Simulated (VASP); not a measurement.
# ScCu (Pm-3m) in VASP: single point with LDA

Aim: the single point of ScCu with LDA.

Everything below comes from runs of VASP 6.6.1. Logs are shortened: lines on timing, memory, paths and dates and some standing lists are left out, and cuts for length are marked.

## 1. The cell of the first run

Symmetry: Pm-3m, No. 221, cubic system. The conventional cell has a = 3.256 Å, b = 3.256 Å, c = 3.256 Å, α = 90.00°, β = 90.00°, γ = 90.00°. Sc (site symmetry m-3m) has 8 Cu at 2.82 Å and 6 Sc at 3.26 Å within 3.7 Å. Cu (site symmetry m-3m) has 8 Sc at 2.82 Å and 6 Cu at 3.26 Å within 3.7 Å.

## 2. Single point, LDA

INCAR reads:

```
PREC = Accurate ; ENCUT = 520
EDIFF = 1E-6 ; ISMEAR = 0
SIGMA = 0.15 ; LREAL = F
LASPH = T ; NELM = 100
ALGO = Normal ; ISIF = 2
LWAVE = F ; LCHARG = F
GGA = CA ; NBANDS = 18
```

KPOINTS reads:

```
regular mesh
0
Gamma
  14 14 14
```

POSCAR reads:

```
ScCu
1.0
    3.2560000000      0.0000000000      0.0000000000
    0.0000000000      3.2560000000      0.0000000000
    0.0000000000      0.0000000000      3.2560000000
Sc Cu
1 1
Direct
    0.5000000000      0.5000000000      0.5000000000
    0.0000000000      0.0000000000      0.0000000000
```

Potentials or basis: VASP PAW LDA potentials, release 64 (Sc_sv, Cu).

Started as:

```
$ cat potpaw_LDA.64/Sc_sv/POTCAR potpaw_LDA.64/Cu/POTCAR > POTCAR
$ mpirun -np 1 vasp_std > vasp.out
```

OUTCAR:

```text
PREC = Accurate
   ENCUT = 520
   EDIFF = 1E-6
   ISMEAR = 0
   LREAL = F
   LASPH = T
   NELM = 100
   ISIF = 2
   GGA = CA

 ion  position               nearest neighbor table
   1  0.500  0.500  0.500-   2 2.82   2 2.82   2 2.82   2 2.82   2 2.82   2 2.82   2 2.82   2 2.82

   2  0.000  0.000  0.000-   1 2.82   1 2.82   1 2.82   1 2.82   1 2.82   1 2.82   1 2.82   1 2.82

  LATTYP: Found a simple cubic cell.
 ALAT       =     3.2560000000

  Lattice vectors:

 A1 = (   3.2560000000,   0.0000000000,   0.0000000000)
 A2 = (   0.0000000000,   3.2560000000,   0.0000000000)
 A3 = (   0.0000000000,   0.0000000000,   3.2560000000)

Analysis of symmetry for initial positions (statically):
=====================================================================
 Subroutine PRICEL returns:
 Original cell was already a primitive cell.

 Routine SETGRP: Setting up the symmetry group for a
 simple cubic supercell.

 Subroutine GETGRP returns: Found 48 space group operations
 (whereof 48 operations were pure point group operations)
 out of a pool of 48 trial point group operations.

The static configuration has the point symmetry O_h .

Analysis of symmetry for dynamics (positions and initial velocities):
=====================================================================
 Subroutine PRICEL returns:
 Original cell was already a primitive cell.

 Routine SETGRP: Setting up the symmetry group for a
 simple cubic supercell.

 Subroutine GETGRP returns: Found 48 space group operations
 (whereof 48 operations were pure point group operations)
 out of a pool of 48 trial point group operations.

The dynamic configuration has the point symmetry O_h .

 Subroutine INISYM returns: Found 48 space group operations
 (whereof 48 operations are pure point group operations),
 and found     1 'primitive' translations

----------------------------------------------------------------------------------------

                                     Primitive cell

  volume of cell :      34.5186

  direct lattice vectors                    reciprocal lattice vectors
     3.256000000  0.000000000  0.000000000     0.307125307  0.000000000  0.000000000
     0.000000000  3.256000000  0.000000000     0.000000000  0.307125307  0.000000000
     0.000000000  0.000000000  3.256000000     0.000000000  0.000000000  0.307125307

  length of vectors
     3.256000000  3.256000000  3.256000000     0.307125307  0.307125307  0.307125307

  position of ions in fractional coordinates (direct lattice)
     0.500000000  0.500000000  0.500000000
     0.000000000  0.000000000  0.000000000

  ion indices of the primitive-cell ions
   primitive index   ion index
                 1           1
                 2           2

----------------------------------------------------------------------------------------

 KPOINTS: regular mesh

Automatic generation of k-mesh.
 Grid dimensions read from file:
 generate k-points for:   14   14   14

 Generating k-lattice:

  Cartesian coordinates                     Fractional coordinates (reciprocal lattice)
     0.021937522  0.000000000  0.000000000     0.071428571  0.000000000  0.000000000
     0.000000000  0.021937522  0.000000000     0.000000000  0.071428571  0.000000000
     0.000000000  0.000000000  0.021937522     0.000000000  0.000000000  0.071428571

  Length of vectors
     0.021937522  0.021937522  0.021937522

  Shift w.r.t. Gamma in fractional coordinates (k-lattice)
     0.000000000  0.000000000  0.000000000

 Subroutine IBZKPT returns following result:
 ===========================================

 Found    120 irreducible k-points:

 Following reciprocal coordinates:
            Coordinates               Weight
  0.000000  0.000000  0.000000      1.000000
  0.071429  0.000000  0.000000      6.000000
  0.142857  0.000000  0.000000      6.000000
  0.214286  0.000000  0.000000      6.000000
  0.285714  0.000000  0.000000      6.000000
  0.357143  0.000000  0.000000      6.000000
[... 16 lines left out ...]
  0.285714  0.214286  0.000000     24.000000
  0.357143  0.214286  0.000000     24.000000
 [... further k-points ...]
   k-points           NKPTS =    120   k-points in BZ     NKDIM =    120   number of bands    NBANDS=     18
   number of dos      NEDOS =    301   number of ions     NIONS =      2
   total plane-waves  NPLWV =  13824
   dimension x,y,z NGX =    24 NGY =   24 NGZ =   24
   dimension x,y,z NGXF=    48 NGYF=   48 NGZF=   48
   ions per type =               1   1
   NGX,Y,Z   is equivalent  to a cutoff of  12.25, 12.25, 12.25 a.u.
   NGXF,Y,Z  is equivalent  to a cutoff of  24.51, 24.51, 24.51 a.u.
 SYSTEM =  unknown system
   PREC   = accura    normal or accurate (medium, high low for compatibility)
   ISTART =      0    job   : 0-new  1-cont  2-samecut
   ICHARG =      2    charge: 1-file 2-atom 10-const
   ISPIN  =      1    spin polarized calculation?
   LNONCOLLINEAR =      F non collinear calculations
   LSORBIT =      F    spin-orbit coupling
   LASPH  =      T    aspherical Exc in radial PAW
   ENCUT  =  520.0 eV  38.22 Ry    6.18 a.u.   6.05  6.05  6.05*2*pi/ulx,y,z
   NELM   =    100;   NELMIN=  2; NELMDL= -5     # of ELM steps
   EDIFF  = 0.1E-05   stopping-criterion for ELM
   LREAL  =      F    real-space projection
   EDIFFG = 0.1E-04   stopping-criterion for IOM
   NSW    =      0    number of steps for IOM
   IBRION =     -1    ionic relax: 0-MD 1-quasi-New 2-CG
   NFREE  =      0    steps in history (QN), initial steepest desc. (CG)
   ISIF   =      2    stress and relaxation
   ISYM   =      2    0-nonsym 1-usesym 2-fastsym
   POTIM  = 0.5000    time-step for ionic-motion
   TEBEG  =    0.0;   TEEND  =   0.0 temperature during run
   PSTRESS=    0.0 pullay stress
   NELECT =      22.0000    total number of electrons
   NUPDOWN=      -1.0000    fix difference up-down
   EMIN   =  10.00;   EMAX   =-10.00  energy-range for DOS
   EFERMI =   0.00;   METHOD = LEGACY
   ISMEAR =     0;   SIGMA  =   0.15  broadening in eV -4-tet -1-fermi 0-gaus
   EFERMI_NEDOS =   21; number of points for ismear=-14 and -15
   IALGO  =     38    algorithm
   IMIX   =      4    mixing-type and parameters
     AMIX     =   0.40;   BMIX     =  1.00
     AMIX_MAG =   1.60;   BMIX_MAG =  1.00
  volume/ion in A,a.u.               =      17.26       116.47
  Fermi-wavevector in a.u.,A,eV,Ry     =   1.408850  2.662340 27.005625  1.984857
  Thomas-Fermi vector in A             =   2.530966
   LORBIT       =      0    0 simple, 1 ext, 2 COOP (PROOUT), +10 PAW based schemes
   GGA     = CA    functional components
   LHFCALC =     F    Hartree Fock is set to
   AEXX    =    0.0000 exact exchange contribution
   IVDW    =     0    specifies the selected vdW correction
   LEPSILON=     F    determine dielectric tensor
   LRPA    =     F    only Hartree local field effects (RPA)
 non-spin polarized calculation
 Gauss-broadening in eV      SIGMA  =   0.15
  energy-cutoff  :      520.00
  volume of cell :       34.52
 maximum number of plane-waves:       952
   NGX = 13   NGY = 13   NGZ = 13

 number of electron      21.9999972 magnetization

 Free energy of the ion-electron system (eV)
  ---------------------------------------------------
  ext. energy  EPLUGINS =         0.00000000
  ---------------------------------------------------
  free energy    TOTEN  =       -11.91043489 eV

  energy without entropy =      -11.89574594  energy(sigma->0) =      -11.90309042

 E-fermi :   5.2549     XC(G=0): -11.4298

 val. band max:        5.2512751494   @ k =   0.2857   0.2143   0.0714
 cond. band min:       5.3401094300   @ k =   0.5000   0.5000   0.0714
 fundamental gap:      0.0888342806
 Fermi energy:         5.2549134287

 k-point     1 :       0.0000    0.0000    0.0000
  band No.  band energies     occupation
      1     -43.8302      2.00000
      2     -22.6866      2.00000
      3     -22.6866      2.00000
      4     -22.6866      2.00000
      5      -1.7707      2.00000
      6       1.4096      2.00000
[... 10 lines left out ...]
     17      12.0466      0.00000
     18      12.0466      0.00000

 k-point     2 :       0.0714    0.0000    0.0000
  band No.  band energies     occupation
      1     -43.8290      2.00000
      2     -22.6988      2.00000
      3     -22.6857      2.00000
      4     -22.6857      2.00000
      5      -1.6871      2.00000
      6       1.4278      2.00000
[... 10 lines left out ...]
     17      12.2673      0.00000
     18      12.2673      0.00000

 k-point     3 :       0.1429    0.0000    0.0000
  band No.  band energies     occupation
      1     -43.8259      2.00000
      2     -22.7327      2.00000
      3     -22.6829      2.00000
      4     -22.6829      2.00000
      5      -1.4400      2.00000
      6       1.4797      2.00000
[... 10 lines left out ...]
     17      12.8458      0.00000
     18      12.8458      0.00000

 k-point     4 :       0.2143    0.0000    0.0000
  band No.  band energies     occupation
      1     -43.8213      2.00000
      2     -22.7813      2.00000
      3     -22.6789      2.00000
      4     -22.6789      2.00000
      5      -1.0409      2.00000
      6       1.5570      2.00000
[... 10 lines left out ...]
     17      13.6479      0.00000
     18      13.6479      0.00000

 k-point     5 :       0.2857    0.0000    0.0000
  band No.  band energies     occupation
      1     -43.8162      2.00000
      2     -22.8347      2.00000
      3     -22.6745      2.00000
      4     -22.6745      2.00000
      5      -0.5109      2.00000
      6       1.6462      2.00000
[... 10 lines left out ...]
     17      14.5900      0.00000
     18      14.5900      0.00000

 k-point     6 :       0.3571    0.0000    0.0000
  band No.  band energies     occupation
      1     -43.8116      2.00000
      2     -22.8825      2.00000
      3     -22.6705      2.00000
      4     -22.6705      2.00000
      5       0.1082      2.00000
      6       1.7301      2.00000
[... 10 lines left out ...]
     17      15.6270      0.00000
     18      15.6270      0.00000

 k-point     7 :       0.4286    0.0000    0.0000
  band No.  band energies     occupation
      1     -43.8084      2.00000
      2     -22.9153      2.00000
      3     -22.6677      2.00000
      4     -22.6677      2.00000
      5       0.7079      2.00000
      6       1.7904      2.00000
[... 10 lines left out ...]
     17      16.6852      0.00000
     18      16.7182      0.00000

 k-point     8 :       0.5000    0.0000    0.0000
  band No.  band energies     occupation
      1     -43.8073      2.00000
      2     -22.9269      2.00000
      3     -22.6667      2.00000
      4     -22.6667      2.00000
      5       0.9937      2.00000
      6       1.8123      2.00000
[... 10 lines left out ...]
     17      16.6071      0.00000
     18      17.5394      0.00000
[... 229 lines left out ...]
     17      13.6526      0.00000
     18      15.8946      0.00000

 k-point    20 :       0.4286    0.1429    0.0000
  band No.  band energies     occupation
      1     -43.8043      2.00000
      2     -22.9086      2.00000
      3     -22.7107      2.00000
      4     -22.6636      2.00000
      5       0.8484      2.00000
      6       1.7373      2.00000
[... 10 lines left out ...]
     17      14.3434      0.00000
     18      16.5772      0.00000

 k-point    21 :       0.5000    0.1429    0.0000
  band No.  band energies     occupation
      1     -43.8032      2.00000
      2     -22.9201      2.00000
      3     -22.7095      2.00000
      4     -22.6626      2.00000
      5       1.0887      2.00000
      6       1.7200      2.00000
[... 10 lines left out ...]
     17      14.7141      0.00000
     18      16.2696      0.00000

 k-point    22 :       0.2143    0.2143    0.0000
  band No.  band energies     occupation
      1     -43.8126      2.00000
      2     -22.7753      2.00000
      3     -22.7667      2.00000
      4     -22.6709      2.00000
      5      -0.3908      2.00000
      6       1.6352      2.00000
[... 10 lines left out ...]
     17      11.7005      0.00000
     18      14.7177      0.00000

 k-point    23 :       0.2857    0.2143    0.0000
  band No.  band energies     occupation
      1     -43.8076      2.00000
      2     -22.8233      2.00000
      3     -22.7648      2.00000
      4     -22.6663      2.00000
      5       0.0606      2.00000
      6       1.6640      2.00000
[... 10 lines left out ...]
     17      12.0501      0.00000
     18      15.4047      0.00000

 k-point    24 :       0.3571    0.2143    0.0000
  band No.  band energies     occupation
      1     -43.8031      2.00000
      2     -22.8697      2.00000
      3     -22.7597      2.00000
      4     -22.6622      2.00000
      5       0.5500      2.00000
      6       1.6666      2.00000
[... 10 lines left out ...]
     17      12.6489      0.00000
     18      16.1732      0.00000

 [... further k-points ...]
[... 5 lines left out ...]
  --------------------------------------------------------------------------------------
  -------------------------------------------------------------------------------------
  Total       -1.4970080     -1.4970080     -1.4970080      0.0000000      0.0000000     -0.0000000
  in kB      -69.4834709    -69.4834709    -69.4834709      0.0000000      0.0000000     -0.0000000
  external PRESSURE =     -69.4834709 kB  Pullay stress =       0.0000000 kB

 VOLUME and BASIS-vectors are now :
 -----------------------------------------------------------------------------
  energy-cutoff  :      520.00
  volume of cell :       34.52
      direct lattice vectors                 reciprocal lattice vectors
     3.256000000  0.000000000  0.000000000     0.307125307  0.000000000  0.000000000
     0.000000000  3.256000000  0.000000000     0.000000000  0.307125307  0.000000000
     0.000000000  0.000000000  3.256000000     0.000000000  0.000000000  0.307125307

 POSITION                                       TOTAL-FORCE (eV/Angst)
 -----------------------------------------------------------------------------------
      1.62800      1.62800      1.62800         0.000000      0.000000      0.000000
      0.00000      0.00000      0.00000         0.000000      0.000000      0.000000
 -----------------------------------------------------------------------------------
    total drift:                                0.000000      0.000000     -0.000000

  FREE ENERGIE OF THE ION-ELECTRON SYSTEM (eV)
  ---------------------------------------------------
  free  energy   TOTEN  =       -11.9104348936 eV

  energy  without entropy=      -11.8957459380  energy(sigma->0) =      -11.90309042
```

Run time: 33 s. Hardware: 1 thread of Intel Xeon 6975P-C, shared host; peak memory 0.19 GiB.

What came out:

- Free energy: -11.9104 eV
- Pressure: -6.9 GPa
- Band gap on the k mesh: zero (band 11 reaches 5.75 eV, above the bottom of band 12 at 3.84 eV)

Levels at points of the mesh, in eV from the Fermi level:
```tsv
k point	band 8	band 9	band 10	band 11	band 12	band 13	band 14	band 15
(0.00, 0.00, 0.00)	-3.02	-3.02	-3.02	0.49	0.49	3.14	3.14	3.14
(0.50, 0.00, 0.00)	-3.13	-3.13	-2.92	-2.10	0.26	1.37	1.37	3.04
(0.50, 0.50, 0.00)	-3.34	-2.68	-1.82	0.23	0.23	0.86	2.49	2.49
(0.50, 0.50, 0.50)	-2.67	-2.67	-1.42	-1.42	-1.42	3.07	3.84	3.84
```
